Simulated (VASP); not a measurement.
# KC18 in VASP: notebook

Runs on KC18. Level: PBE. Tasks: single point.

Everything below comes from runs of VASP 6.6.1. Logs are shortened: lines on timing, memory, paths and dates and some standing lists are left out, and cuts for length are marked.

**1. The cell of the first run**

The cell holds a slab with vacuum, 19 atoms: a = 7.398 Å, b = 7.398 Å, c = 12.000 Å, α = 90.00°, β = 90.00°, γ = 120.00°.

**2. Single point, PBE, collinear spin, zero start**

Input file INCAR:

```
SYSTEM = KC18
ALGO = Normal
EDIFF = 1E-6
ENCUT = 520
GGA = PE
ISIF = 2
ISMEAR = 0
ISPIN = 2
LASPH = .True.
LCHARG = .False.
LORBIT = 11
LREAL = Auto
LWAVE = .False.
MAGMOM = 0 0 0 0 0 0 0 0 0 0 0 0 0 0 0 0 0 0 0
NBANDS = 60
NELM = 150
PREC = Accurate
SIGMA = 0.05
```

Input file KPOINTS:

```
k-points
0
Gamma
  2 2 1
  0 0 0
```

Input file POSCAR:

```
KC18
1.0
    7.3980000000      0.0000000000      0.0000000000
   -3.6990000000      6.4068560000      0.0000000000
    0.0000000000      0.0000000000     12.0000000000
C K
18 1
Direct
   -0.0038254487     -0.0026195376      0.0862640000
    0.2182533763      0.1083394102      0.0855737500
   -0.0036627263      0.3305496487      0.0852679167
    0.2184005195      0.4420478625      0.0852431667
   -0.0035042855      0.6642733971      0.0852684167
    0.2184884935      0.7750667410      0.0862633333
    0.3294470121     -0.0028542861      0.0855718333
    0.5519119143      0.1082755723      0.0828360000
    0.3293831078      0.3308040636      0.0828435833
    0.5518124330      0.4421847471      0.0776529167
    0.3295627934      0.6641255867      0.0852845833
    0.5516574610      0.7752292232      0.0852692500
    0.6631556779     -0.0027075683      0.0852405000
    0.8852336736      0.1084549114      0.0852844167
    0.6632925374      0.3307051072      0.0776446667
    0.8855191821      0.4419426627      0.0829805000
    0.6630503749      0.6644113743      0.0829854167
    0.8853810002      0.7753881155      0.0852691667
    0.5744252209      0.3531813420      0.2947560833
```

Potentials or basis: VASP PAW PBE potentials, release 64 (C, K_sv).

Run with:

```
$ cat potpaw_PBE.64/C/POTCAR potpaw_PBE.64/K_sv/POTCAR > POTCAR
$ mpirun -np 1 vasp_std > vasp.out
```

OUTCAR:

```text
SYSTEM = KC18
   EDIFF = 1E-6
   ENCUT = 520
   GGA = PE
   ISIF = 2
   ISMEAR = 0
   ISPIN = 2
   LASPH = .True.
   LORBIT = 11
   LREAL = Auto
   NELM = 150
   PREC = Accurate

 ion  position               nearest neighbor table
   1  0.996  0.997  0.086-  18 1.42  14 1.42   2 1.42
   2  0.218  0.108  0.086-   1 1.42   7 1.42   9 1.43
   3  0.996  0.331  0.085-   4 1.42  14 1.42  16 1.42
   4  0.218  0.442  0.085-   3 1.42  11 1.42   9 1.42
   5  0.996  0.664  0.085-   6 1.42  18 1.42  16 1.42
   6  0.218  0.775  0.086-   5 1.42  11 1.42   7 1.42
   7  0.329  0.997  0.086-   6 1.42   2 1.42   8 1.43
   8  0.552  0.108  0.083-  13 1.42   7 1.43  15 1.43
   9  0.329  0.331  0.083-   4 1.42   2 1.43  10 1.43
  10  0.552  0.442  0.078-  17 1.43   9 1.43  15 1.43  19 2.71
  11  0.330  0.664  0.085-   6 1.42   4 1.42  12 1.42
  12  0.552  0.775  0.085-  13 1.42  11 1.42  17 1.42
  13  0.663  0.997  0.085-  12 1.42  14 1.42   8 1.42
  14  0.885  0.108  0.085-   1 1.42  13 1.42   3 1.42
  15  0.663  0.331  0.078-  16 1.43   8 1.43  10 1.43  19 2.71
  16  0.886  0.442  0.083-   3 1.42   5 1.42  15 1.43
  17  0.663  0.664  0.083-  12 1.42  18 1.42  10 1.43
  18  0.885  0.775  0.085-   1 1.42   5 1.42  17 1.42
  19  0.574  0.353  0.295-  15 2.71  10 2.71

  LATTYP: Found a hexagonal cell.
 ALAT       =     7.3980000000
 C/A-ratio  =     1.6220600162

  Lattice vectors:

 A1 = (   7.3980000000,   0.0000000000,   0.0000000000)
 A2 = (  -3.6990000000,   6.4068560000,   0.0000000000)
 A3 = (   0.0000000000,   0.0000000000,  12.0000000000)

Analysis of symmetry for initial positions (statically):
=====================================================================
 Subroutine PRICEL returns:
 Original cell was already a primitive cell.

 Routine SETGRP: Setting up the symmetry group for a
 hexagonal supercell.

 Subroutine GETGRP returns: Found  1 space group operations
 (whereof  1 operations were pure point group operations)
 out of a pool of 24 trial point group operations.

The static configuration has the point symmetry C_1 .

Analysis of symmetry for dynamics (positions and initial velocities):
=====================================================================
 Subroutine PRICEL returns:
 Original cell was already a primitive cell.

 Routine SETGRP: Setting up the symmetry group for a
 hexagonal supercell.

 Subroutine GETGRP returns: Found  1 space group operations
 (whereof  1 operations were pure point group operations)
 out of a pool of 24 trial point group operations.

The dynamic configuration has the point symmetry C_1 .

Analysis of structural, dynamic, and magnetic symmetry:
=====================================================================
 Subroutine PRICEL returns:
 Original cell was already a primitive cell.

 Routine SETGRP: Setting up the symmetry group for a
 hexagonal supercell.

 Subroutine GETGRP returns: Found  1 space group operations
 (whereof  1 operations were pure point group operations)
 out of a pool of 24 trial point group operations.

The overall configuration has the point symmetry C_1 .

 Subroutine INISYM returns: Found  1 space group operations
 (whereof  1 operations are pure point group operations),
 and found     1 'primitive' translations

----------------------------------------------------------------------------------------

                                     Primitive cell

  volume of cell :     568.7750

  direct lattice vectors                    reciprocal lattice vectors
     7.398000000  0.000000000  0.000000000     0.135171668  0.078041398  0.000000000
    -3.699000000  6.406856000  0.000000000     0.000000000  0.156082796  0.000000000
     0.000000000  0.000000000 12.000000000     0.000000000  0.000000000  0.083333333

  length of vectors
     7.398000000  7.398000054 12.000000000     0.156082797  0.156082796  0.083333333

  position of ions in fractional coordinates (direct lattice)
     0.996174551  0.997380462  0.086264000
     0.218253376  0.108339410  0.085573750
     0.996337274  0.330549649  0.085267917
[... 72 lines left out ...]
   number of dos      NEDOS =    301   number of ions     NIONS =     19
   total plane-waves  NPLWV = 282240
   dimension x,y,z NGX =    56 NGY =   56 NGZ =   90
   dimension x,y,z NGXF=   112 NGYF=  112 NGZF=  180
   ions per type =              18   1
   NGX,Y,Z   is equivalent  to a cutoff of  12.58, 12.58, 12.47 a.u.
   NGXF,Y,Z  is equivalent  to a cutoff of  25.17, 25.17, 24.94 a.u.
 SYSTEM =  KC18
   PREC   = accura    normal or accurate (medium, high low for compatibility)
   ISTART =      0    job   : 0-new  1-cont  2-samecut
   ICHARG =      2    charge: 1-file 2-atom 10-const
   ISPIN  =      2    spin polarized calculation?
   LNONCOLLINEAR =      F non collinear calculations
   LSORBIT =      F    spin-orbit coupling
   LASPH  =      T    aspherical Exc in radial PAW
   ENCUT  =  520.0 eV  38.22 Ry    6.18 a.u.  13.76 13.76 22.31*2*pi/ulx,y,z
   NELM   =    150;   NELMIN=  2; NELMDL= -5     # of ELM steps
   EDIFF  = 0.1E-05   stopping-criterion for ELM
   LREAL  =      T    real-space projection
   EDIFFG = 0.1E-04   stopping-criterion for IOM
   NSW    =      0    number of steps for IOM
   IBRION =     -1    ionic relax: 0-MD 1-quasi-New 2-CG
   NFREE  =      0    steps in history (QN), initial steepest desc. (CG)
   ISIF   =      2    stress and relaxation
   ISYM   =      2    0-nonsym 1-usesym 2-fastsym
   POTIM  = 0.5000    time-step for ionic-motion
   TEBEG  =    0.0;   TEEND  =   0.0 temperature during run
   PSTRESS=    0.0 pullay stress
   NELECT =      81.0000    total number of electrons
   NUPDOWN=      -1.0000    fix difference up-down
   EMIN   =  10.00;   EMAX   =-10.00  energy-range for DOS
   EFERMI =   0.00;   METHOD = LEGACY
   ISMEAR =     0;   SIGMA  =   0.05  broadening in eV -4-tet -1-fermi 0-gaus
   EFERMI_NEDOS =   21; number of points for ismear=-14 and -15
   IALGO  =     38    algorithm
   IMIX   =      4    mixing-type and parameters
     AMIX     =   0.40;   BMIX     =  1.00
     AMIX_MAG =   1.60;   BMIX_MAG =  1.00
  volume/ion in A,a.u.               =      29.94       202.01
  Fermi-wavevector in a.u.,A,eV,Ry     =   0.854915  1.615555  9.944224  0.730880
  Thomas-Fermi vector in A             =   1.971584
   LORBIT       =     11    0 simple, 1 ext, 2 COOP (PROOUT), +10 PAW based schemes
   GGA     = PE    functional components
   LHFCALC =     F    Hartree Fock is set to
   AEXX    =    0.0000 exact exchange contribution
   IVDW    =     0    specifies the selected vdW correction
   LEPSILON=     F    determine dielectric tensor
   LRPA    =     F    only Hartree local field effects (RPA)
 spin polarized calculation
 Gauss-broadening in eV      SIGMA  =   0.05
  energy-cutoff  :      520.00
  volume of cell :      568.78
 maximum number of plane-waves:     15363
 NGX is ok and might be reduce to    56
   NGX = 27   NGY = 27   NGZ = 45

 number of electron      80.9999999 magnetization      -0.0000000

 number of electron      80.9999999 magnetization       0.0000000

 Free energy of the ion-electron system (eV)
  ---------------------------------------------------
  ext. energy  EPLUGINS =         0.00000000
  ---------------------------------------------------
  free energy    TOTEN  =      -167.15843602 eV

  energy without entropy =     -167.15843602  energy(sigma->0) =     -167.15843602

 E-fermi :   0.1701     XC(G=0):  -4.0483

 val. band max:       -0.0829015363   @ k =   0.0000   0.0000   0.0000
 cond. band min:       0.4293126061   @ k =   0.0000   0.0000   0.0000
 fundamental gap:      0.5122141424
 Fermi energy:         0.1700961344

 spin component 1

 k-point     1 :       0.0000    0.0000    0.0000
  band No.  band energies     occupation
      1     -32.9032      1.00000
      2     -19.5214      1.00000
      3     -17.1923      1.00000
      4     -16.9763      1.00000
      5     -16.9587      1.00000
      6     -16.8753      1.00000
[... 209 lines left out ...]
     51       3.7078      0.00000
     52       3.8577      0.00000
 Fermi energy:         0.1700961344

 spin component 2

 k-point     1 :       0.0000    0.0000    0.0000
  band No.  band energies     occupation
      1     -32.9032      1.00000
      2     -19.5214      1.00000
      3     -17.1923      1.00000
      4     -16.9763      1.00000
      5     -16.9587      1.00000
      6     -16.8753      1.00000
[... 209 lines left out ...]
     51       3.7079      0.00000
     52       3.8577      0.00000
 [bands above 52 left out]

------------------------ aborting loop because EDIFF is reached ----------------------------------------

  FORCE on cell =-STRESS in cart. coord.  units (eV):
  Direction    XX          YY          ZZ          XY          YZ          ZX
  --------------------------------------------------------------------------------------
  -------------------------------------------------------------------------------------
  Total        5.8074364      5.6465756     -0.3849806     -0.1460493     -0.1408114     -0.0798009
  in kB       16.3589154     15.9057883     -1.0844484     -0.4114049     -0.3966503     -0.2247903
  external PRESSURE =      10.3934184 kB  Pullay stress =       0.0000000 kB

 VOLUME and BASIS-vectors are now :
 -----------------------------------------------------------------------------
  energy-cutoff  :      520.00
  volume of cell :      568.78
      direct lattice vectors                 reciprocal lattice vectors
     7.398000000  0.000000000  0.000000000     0.135171668  0.078041398  0.000000000
    -3.699000000  6.406856000  0.000000000     0.000000000  0.156082796  0.000000000
     0.000000000  0.000000000 12.000000000     0.000000000  0.000000000  0.083333333

 POSITION                                       TOTAL-FORCE (eV/Angst)
 -----------------------------------------------------------------------------------
      3.68039      6.39007      1.03517        -0.000870      0.003480     -0.001734
      1.21389      0.69412      1.02689        -0.001142      0.001545     -0.001373
      6.14820      2.11778      1.02322         0.007059      0.009667      0.004011
     -0.01941      2.83214      1.02292        -0.008992      0.007785      0.001286
      4.91493      4.25590      1.02322         0.006696      0.004998      0.005183
     -1.25059      4.96574      1.03516         0.000326     -0.005818     -0.002021
[... 11 lines left out ...]
      3.68189      4.96780      1.02323        -0.002520      0.009123      0.002572
      2.94318      2.26278      3.53707        -0.031073     -0.056559      0.052262
 -----------------------------------------------------------------------------------
    total drift:                               -0.007427     -0.007356     -0.025011

  FREE ENERGIE OF THE ION-ELECTRON SYSTEM (eV)
  ---------------------------------------------------
  free  energy   TOTEN  =      -167.1584360169 eV

  energy  without entropy=     -167.1584360169  energy(sigma->0) =     -167.15843602

 total charge

# of ion       s       p       d       tot
------------------------------------------
    1        0.860   1.798   0.000   2.659
    2        0.860   1.794   0.000   2.655
    3        0.860   1.796   0.000   2.657
    4        0.860   1.797   0.000   2.657
    5        0.860   1.795   0.000   2.656
    6        0.860   1.798   0.000   2.659
[... 11 lines left out ...]
   18        0.860   1.795   0.000   2.656
   19        1.952   5.572   0.040   7.564
--------------------------------------------------
tot         17.433  37.916   0.040  55.389

 magnetization (x)

# of ion       s       p       d       tot
------------------------------------------
    1       -0.000  -0.000   0.000  -0.000
    2       -0.000  -0.000   0.000  -0.000
    3        0.000   0.000   0.000   0.000
    4        0.000  -0.000   0.000  -0.000
    5       -0.000  -0.000   0.000  -0.000
    6       -0.000  -0.000   0.000  -0.000
[... 11 lines left out ...]
   18        0.000   0.000   0.000   0.000
   19       -0.000  -0.000   0.000  -0.000
--------------------------------------------------
tot         -0.000  -0.000   0.000  -0.000
```

It took 8.8 min on 1 thread of Intel Xeon Platinum 8375C at 2.90GHz (Ice Lake), shared host; peak memory 0.87 GiB.

Results:

```
Free energy                                           : -167.1584 eV
Largest force                                         : 0.083 eV/Å
Net moment                                            : 0.00 μB per cell
Valence electrons inside the program's atomic spheres : C 2.66, 2.65 (each value once); K 7.56
```

Forces in eV/Å, atoms in the order of the input:
```
C   -0.001  0.003 -0.002
C   -0.001  0.002 -0.001
C    0.007  0.010  0.004
C   -0.009  0.008  0.001
C    0.007  0.005  0.005
C    0.000 -0.006 -0.002
C    0.002  0.007  0.001
C   -0.003  0.009 -0.001
C    0.010  0.001 -0.009
C   -0.001 -0.001 -0.022
C   -0.004  0.001 -0.001
C    0.003  0.009  0.003
C    0.002  0.000 -0.001
C    0.000  0.001 -0.002
C    0.015  0.000 -0.022
C    0.001  0.002 -0.003
C    0.005 -0.003 -0.004
C   -0.003  0.009  0.003
K   -0.031 -0.057  0.052
```

Levels at points of the mesh, in eV from the Fermi level:
Spin up:
```csv
k point,band 36,band 37,band 38,band 39,band 40,band 41,band 42,band 43,band 44,band 45
"(0.00, 0.00, 0.00)",-4.81,-3.14,-3.13,-0.32,-0.32,-0.27,-0.25,0.26,2.44,2.77
"(0.50, 0.00, 0.00)",-3.01,-2.99,-2.91,-2.90,-2.61,0.84,1.27,1.57,2.07,2.09
"(0.00, 0.50, 0.00)",-3.01,-2.99,-2.91,-2.90,-2.61,0.84,1.27,1.57,2.07,2.09
"(0.50, 0.50, 0.00)",-3.00,-2.97,-2.96,-2.88,-2.61,0.84,1.29,1.53,2.09,2.15
```
Spin down:
```tsv
k point	band 38	band 39	band 40	band 41	band 42	band 43
(0.00, 0.00, 0.00)	-3.13	-0.32	-0.32	-0.27	-0.25	0.26
(0.50, 0.00, 0.00)	-2.91	-2.90	-2.61	0.84	1.27	1.57
(0.00, 0.50, 0.00)	-2.91	-2.90	-2.61	0.84	1.27	1.57
(0.50, 0.50, 0.00)	-2.96	-2.88	-2.61	0.84	1.29	1.53
```

Caveat: the k points lie up to 0.49 Å⁻¹ apart; there is no dipole correction, which matters where the two faces differ; no moment was typed at the start, so none could form.

**3. Single point, PBE, collinear spin, zero start**

Input file INCAR:

```
PREC     = Accurate       # precision mode
ENCUT    = 520            # plane-wave cutoff, eV
EDIFF    = 1E-6           # SCF threshold, eV
ISMEAR   = 0              # smearing method
SIGMA    = 0.05           # smearing width, eV
LREAL    = Auto         
LASPH    = T              # aspherical terms in the spheres
NELM     = 150            # most SCF steps
ALGO     = Normal         # electronic algorithm
ISIF     = 2              # what is computed and relaxed
LWAVE    = F              # write WAVECAR
LCHARG   = F              # write CHGCAR
ISPIN    = 2              # spin polarisation
MAGMOM   = 0 0 0 0 0 0 0 0 0 0 0 0 0 0 0 0 0 0 0 # initial moments
LORBIT   = 11             # projections on sites
GGA      = PE             # functional
NBANDS   = 60             # bands
```

Input file KPOINTS:

```
regular mesh
0
Gamma
  2 2 1
```

Input file POSCAR:

```
KC18
1.0
    7.3980000000      0.0000000000      0.0000000000
   -3.6990000000      6.4068560000      0.0000000000
    0.0000000000      0.0000000000     12.0000000000
C K
18 1
Direct
   -0.0036684405     -0.0024620500      0.0862633333
    0.2183228404      0.1083291087      0.0852652500
   -0.0035808623      0.3305549555      0.0852385833
    0.2184820923      0.4420528571      0.0852685000
   -0.0034349413      0.6642623152      0.0855734167
    0.2186461566      0.7752239164      0.0862625833
    0.3294367284     -0.0027848293      0.0852645833
    0.5517657775      0.1081895707      0.0829845833
    0.3292970065      0.3306578141      0.0829895000
    0.5515212070      0.4418931844      0.0776648333
    0.3295850164      0.6641475944      0.0852843333
    0.5516627474      0.7753111667      0.0852412500
    0.6631605950     -0.0026260930      0.0852671667
    0.8852555692      0.1084770752      0.0852840833
    0.6630007135      0.3304137006      0.0776565833
    0.8854340842      0.4417962570      0.0828339167
    0.6629037393      0.6643259970      0.0828415000
    0.8853700196      0.7754572602      0.0855753333
    0.6414889348      0.4202449688      0.2947400000
```

Potentials or basis: VASP PAW PBE potentials, release 64 (C, K_sv).

Run with:

```
$ cat potpaw_PBE.64/C/POTCAR potpaw_PBE.64/K_sv/POTCAR > POTCAR
$ mpirun -np 1 vasp_std > vasp.out
```

Wall time 8.7 min (1 thread of Intel Xeon Platinum 8375C at 2.90GHz (Ice Lake), shared host); peak memory 0.88 GiB.

The run converged. Its results:

| Item | Value |
| --- | --- |
| Free energy | -167.1589 eV |
| Largest force | 0.087 eV/Å |
| Net moment | 0.00 μB per cell |
| Valence electrons inside the program's atomic spheres | C 2.66, 2.65 (each value once); K 7.56 |

Forces on the atoms (eV/Å):
```
C   -0.003 -0.001 -0.001
C   -0.006 -0.008 -0.001
C    0.004  0.005  0.002
C   -0.013  0.004  0.004
C    0.004 -0.004  0.002
C   -0.002 -0.007  0.000
C   -0.004  0.000  0.001
C   -0.006  0.004 -0.001
C    0.009 -0.004 -0.007
C   -0.006 -0.012 -0.021
C   -0.007 -0.005 -0.001
C    0.000  0.005  0.002
C    0.000 -0.005  0.001
C   -0.005 -0.006 -0.001
C    0.005 -0.013 -0.022
C    0.000 -0.005 -0.007
C    0.001 -0.007 -0.004
C   -0.006  0.001  0.002
K    0.035  0.059  0.053
```

Levels at points of the mesh, in eV from the Fermi level:
Spin up:
| k point | band 37 | band 38 | band 39 | band 40 | band 41 | band 42 | band 43 | band 44 |
| --- | --- | --- | --- | --- | --- | --- | --- | --- |
| (0.00, 0.00, 0.00) | -3.12 | -3.11 | -0.30 | -0.30 | -0.25 | -0.24 | 0.28 | 2.45 |
| (0.50, 0.00, 0.00) | -2.97 | -2.89 | -2.88 | -2.59 | 0.86 | 1.29 | 1.59 | 2.09 |
| (0.00, 0.50, 0.00) | -2.97 | -2.89 | -2.88 | -2.59 | 0.86 | 1.29 | 1.59 | 2.09 |
| (0.50, 0.50, 0.00) | -2.95 | -2.94 | -2.87 | -2.59 | 0.86 | 1.30 | 1.55 | 2.10 |
Spin down:
```tsv
k point	band 36	band 37	band 38	band 39	band 40	band 41	band 42	band 43	band 44	band 45
(0.00, 0.00, 0.00)	-4.79	-3.12	-3.11	-0.30	-0.30	-0.25	-0.24	0.28	2.45	2.79
(0.50, 0.00, 0.00)	-2.99	-2.97	-2.89	-2.88	-2.59	0.86	1.29	1.59	2.09	2.10
(0.00, 0.50, 0.00)	-2.99	-2.97	-2.89	-2.88	-2.59	0.86	1.29	1.59	2.09	2.10
(0.50, 0.50, 0.00)	-2.98	-2.95	-2.94	-2.87	-2.59	0.86	1.30	1.55	2.10	2.17
```

Caveat: the k points lie up to 0.49 Å⁻¹ apart; there is no dipole correction, which matters where the two faces differ; no moment was typed at the start, so none could form.

(Continued in part 2 of 2.)
